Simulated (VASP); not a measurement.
Crystal: Bi.

```
Bi
1.0
     3.25730    0.00000    0.00000
     0.00000    3.25730    0.00000
     0.00000    0.00000    3.25730
Bi
1
Direct
  0.00000 0.00000 0.00000
```

| Quantity | Value |
| --- | --- |
| Program | VASP 6.6.1 |
| Task | relaxation of cell and atoms |
| Functional | PBEsol |
| Potentials or basis | VASP PAW PBE potentials, release 64 (Bi_d) |
| Cutoff | 600 eV |
| k mesh | 12 × 12 × 12 |
| Occupations | fermi-dirac, width 0.05 eV |
| Spin | no spin polarisation |

At the start: pressure -1.5 GPa; volume 34.56 Å³/atom.

Q: How do energy, volume and symmetry change on relaxing?

A: Over 22 steps the energy falls by 5.5 meV/atom and the volume is 33.43 Å³/atom (-3.3 %); space group Pm-3m (No. 221, to 0.05 Å).

The path:
| step | energy change (eV) | largest force (eV/Å) | pressure (GPa) | volume (Å³) |
| --- | --- | --- | --- | --- |
| 1 | 0.0000 | 0.0000 | -1.54 | 34.56 |
| 2 | -0.0040 | 0.0000 | 0.91 | 32.92 |
| 3 | -0.0055 | 0.0000 | 0.02 | 33.47 |
| 4 | -0.0055 | 0.0000 | 0.04 | 33.49 |
| 5 | -0.0041 | 0.0000 | -0.83 | 34.02 |
| 6 | -0.0055 | 0.0000 | -0.02 | 33.51 |
| 7 | -0.0055 | 0.0000 | -0.06 | 33.51 |
| 8 | -0.0055 | 0.0000 | -0.07 | 33.51 |
| 9 | -0.0055 | 0.0000 | -0.05 | 33.51 |
| 10 | -0.0055 | 0.0000 | -0.05 | 33.51 |
| 11 | -0.0055 | 0.0000 | -0.05 | 33.51 |
| 12 | -0.0055 | 0.0000 | -0.05 | 33.51 |
| 13 | -0.0055 | 0.0000 | -0.05 | 33.51 |
| 14 | -0.0055 | 0.0000 | -0.05 | 33.51 |
| 15 | -0.0055 | 0.0000 | -0.05 | 33.51 |
| 16 | -0.0055 | 0.0000 | -0.06 | 33.51 |
| 17 | -0.0055 | 0.0000 | -0.07 | 33.51 |
| 18 | -0.0055 | 0.0000 | -0.09 | 33.50 |
| 19 | -0.0055 | 0.0000 | -0.05 | 33.50 |
| 20 | -0.0055 | 0.0000 | -0.04 | 33.49 |
| 21 | -0.0055 | 0.0000 | -0.03 | 33.47 |
| 22 | -0.0055 | 0.0000 | -0.01 | 33.43 |

Final structure:
```
Bi
1.0
     3.22139    0.00000    0.00000
     0.00000    3.22139    0.00000
     0.00000    0.00000    3.22139
Bi
1
Cartesian
  0.0000 0.0000 0.0000
```

Caveat: the PAW data sets were made with another functional, which shifts forces and pressure a little.
